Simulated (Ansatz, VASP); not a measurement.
# HgRuC6: VASP beside Ansatz

```
CELL_PARAMETERS angstrom
0.00000 3.41336 3.41336
3.41336 0.00000 3.41336
3.41336 3.41336 0.00000
ATOMIC_POSITIONS crystal
Hg 0.50000 0.50000 0.50000
Ru 0.00000 0.00000 0.00000
C 0.50000 0.00000 0.00000
C 0.00000 0.50000 0.50000
C 0.00000 0.50000 0.00000
C 0.50000 0.00000 0.50000
C 0.00000 0.00000 0.50000
C 0.50000 0.50000 0.00000
```

Change from the starting cell: species swapped into the MnCuPt6 type (Fm-3m, No. 225).

Alike in both runs: functional PBE; k mesh 10 × 10 × 10; occupations gaussian, width 0.1 eV; collinear spin.

Ansatz relaxed the structure, and its values are those at the end. VASP's run is a single point on that final structure, the one shown.

```csv
,VASP,Ansatz
version,VASP 6.6.1,Ansatz 0.2.0
potentials or method,"VASP PAW PBE potentials, release 64 (Hg, Ru_pv, C), cutoff 520 eV","scalar-relativistic, plane waves, PAW"
valence electrons in the cell,50,60
```

```tsv
	VASP	Ansatz	Ansatz less VASP
gap on the k mesh at the Fermi level (eV)	none	none	-
pressure (GPa)	1.3	0.0	-1.28
net moment per atom (μB)	0.00	0.00	0.000
```

A gap of «none» marks a metal or a gap that the smearing closes. The functional is the same, so the differences come from potentials, cutoffs and numerics. VASP's potentials hold 50 valence electrons a cell and Ansatz's 60, so a difference there can come from the potentials and not from the codes. Ansatz's warnings: seeded moment not kept.

Spin-orbit coupling is off throughout.
